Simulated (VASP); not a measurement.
Cu2O: electric field gradients with PBE

Cu2O:

```
Cu O
1.0
     4.26000    0.00000    0.00000
     0.00000    4.26000    0.00000
     0.00000    0.00000    4.26000
Cu O
4 2
Direct
  0.25000 0.25000 0.25000
  0.25000 0.75000 0.75000
  0.75000 0.75000 0.25000
  0.75000 0.25000 0.75000
  0.00000 0.00000 0.00000
  0.50000 0.50000 0.50000
```

```
Program                : VASP 6.6.1
Task                   : electric field gradients
Functional             : PBE
Potentials or basis    : VASP PAW PBE potentials, release 64 (Cu, O)
Cutoff                 : 520 eV
k mesh                 : 7 × 7 × 7
Occupations            : fermi-dirac, width 0.01 eV
Spin                   : no spin polarisation
Dipole correction      : no
Further INCAR settings : ALGO = Normal; EDIFF = 1e-08; NBANDS = 37
```

* Pressure: 4.0 GPa
* Band gap on the k mesh: 0.54 eV, direct

Levels at points of the mesh, in eV from the valence-band top:
| k point | band 26 | band 27 | band 28 | band 29 | band 30 | band 31 |
| --- | --- | --- | --- | --- | --- | --- |
| (0.00, 0.00, 0.00) | 0.00 | 0.00 | 0.00 | 0.54 | 1.25 | 1.25 |

Electric field gradients, principal values (V/Å²):
```tsv
atom	least	middle	greatest (by size)
1 Cu	33.254	33.254	-66.509
2 Cu	33.254	33.254	-66.509
3 Cu	33.254	33.254	-66.509
4 Cu	33.254	33.254	-66.509
5 O	0.000	0.000	0.000
6 O	0.000	0.000	0.000
```

Wall time 33 s on 1 thread of Intel(R) Xeon(R) 6975P-C (Granite Rapids), on a shared host, peak memory 0.2 GiB.

Caveat: without QUAD_EFG the Cq values of the log hold for a quadrupole moment of 1 mb, not for the nuclei. A k mesh can miss the band edges.
